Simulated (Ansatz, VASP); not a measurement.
**Pd in VASP and in Ansatz**

File INCAR:

```
PREC     = Accurate       # precision mode
ENCUT    = 520            # plane-wave cutoff, eV
EDIFF    = 1E-6           # SCF threshold, eV
ISMEAR   = -1             # smearing method
SIGMA    = 0.1            # smearing width, eV
LREAL    = F              # projectors in reciprocal space
LASPH    = T              # aspherical terms in the spheres
NELM     = 100            # most SCF steps
ALGO     = Normal         # electronic algorithm
ISIF     = 2              # what is computed and relaxed
LWAVE    = F              # write WAVECAR
LCHARG   = F              # write CHGCAR
GGA      = PE             # functional
NBANDS   = 22             # bands
```

KPOINTS

```
regular mesh
0
Gamma
  9 9 12
```

POSCAR

```
Pd
1.0
    3.9038663883      0.0000000000      0.0000000000
   -1.9519331942      3.3808474653      0.0000000000
    0.0000000000      0.0000000000      2.3194056156
Pd
3
Direct
    0.0000000000      0.0000000000      0.0000000000
    0.3333333333      0.6666666667      0.5000000000
    0.6666666667      0.3333333333      0.5000000000
```

Input for Ansatz:

```yaml
crystal:
  lattice:
    - [3.9038663883, 0.0, 0.0]
    - [-1.9519331942, 3.3808474653, 0.0]
    - [0.0, 0.0, 2.3194056156]
  atoms:
    - { symbol: Pd, position: [0.0, 0.0, 0.0] }
    - { symbol: Pd, position: [0.3333333333, 0.6666666667, 0.5] }
    - { symbol: Pd, position: [0.6666666667, 0.3333333333, 0.5] }
kpoints:
  mp_grid: { grid: [9, 9, 12] }
scf:
  occupations: { method: fermi_dirac, width: 0.1 }
hamiltonian:
  xc: pbe
  pseudopotentials: { kind: all_electron, lapw: { basis_error: 0.001 } }
output:
  forces: true
  stress: true
  eigenvalues: true
  populations: true
```

Change from the starting cell: volume scaled by 0.65, LAPW.

Alike in both runs: task single point; functional PBE; k mesh 9 × 9 × 12; occupations fermi-dirac, width 0.1 eV; no spin polarisation.

```csv
,VASP,Ansatz
version,VASP 6.6.1,Ansatz 0.2.0
potentials or method,"VASP PAW PBE potentials, release 64 (Pd), cutoff 520 eV","all-electron LAPW, scalar-relativistic"
```

```tsv
	VASP	Ansatz	Ansatz less VASP
pressure (GPa)	213.3	214.8	+1.46
traceless stress, the component that is largest in VASP (GPa)	0.27	0.08	-0.190
```

Both programs put the cell under a high pressure, so it lies far from rest at this level. Ansatz ran all-electron here, and VASP with PAW potentials.

Noted on VASP's run: the cell as given lies far from equilibrium.
